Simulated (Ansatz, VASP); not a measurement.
**Two plane-wave programs on H**

INCAR

```
PREC = Accurate
ENCUT = 520
EDIFF = 1E-6
ISMEAR = 0
SIGMA = 0.05
LREAL = False
LASPH = True
NELM = 80
ALGO = Normal
ISIF = 2
LWAVE = False
LCHARG = False
GGA = CA
NBANDS = 8
```

Contents of KPOINTS:

```
regular mesh
0
Gamma
  10 10 10
```

POSCAR

```
H
1.0
   -1.5498859267      1.5498859267      2.4519274668
    1.5498859267     -1.5498859267      2.4519274668
    1.5498859267      1.5498859267     -2.4519274668
H
2
Direct
    0.9098622900      0.9098622900      0.0000000000
    0.0901377100      0.0901377100      0.0000000000
```

Input for Ansatz:

```yaml
crystal:
  lattice:
    - [-1.5498859267, 1.5498859267, 2.4519274668]
    - [1.5498859267, -1.5498859267, 2.4519274668]
    - [1.5498859267, 1.5498859267, -2.4519274668]
  atoms:
    - { symbol: H, position: [0.90986229, 0.90986229, 0.0] }
    - { symbol: H, position: [0.09013771, 0.09013771, 0.0] }
basis:
  ecutwfc: 420
kpoints:
  mp_grid: { grid: [10, 10, 10] }
hamiltonian:
  xc: lda
scf:
  occupations: { method: gaussian, width: 0.05 }
output:
  forces: true
  stress: true
  eigenvalues: true
```

Alike in both runs: task single point; functional LDA; k mesh 10 × 10 × 10; occupations gaussian, width 0.05 eV; no spin polarisation.

|  | VASP | Ansatz |
| --- | --- | --- |
| version | VASP 6.6.1 | Ansatz 0.2.0 |
| potentials or method | VASP PAW LDA potentials, release 64 (H), cutoff 520 eV | scalar-relativistic, plane waves, PAW |
| valence electrons in the cell | 2 | 2 |

```csv
,VASP,Ansatz,Ansatz less VASP
gap on the k mesh at the Fermi level (eV),6.53,6.54,+0.005
least direct gap on the mesh (eV),6.67,6.67,+0.005
pressure (GPa),-6.0,-5.9,+0.10
"traceless stress, the component that is largest in VASP (GPa)",-10.37,-10.48,-0.114
rms of the force components (eV/Å),1.448,1.462,+0.0145
```

LDA's correlation is that of Perdew and Zunger in VASP and of Perdew and Wang (1992) in Ansatz. Atom by atom the forces differ by 0.015 eV/Å (rms over components).
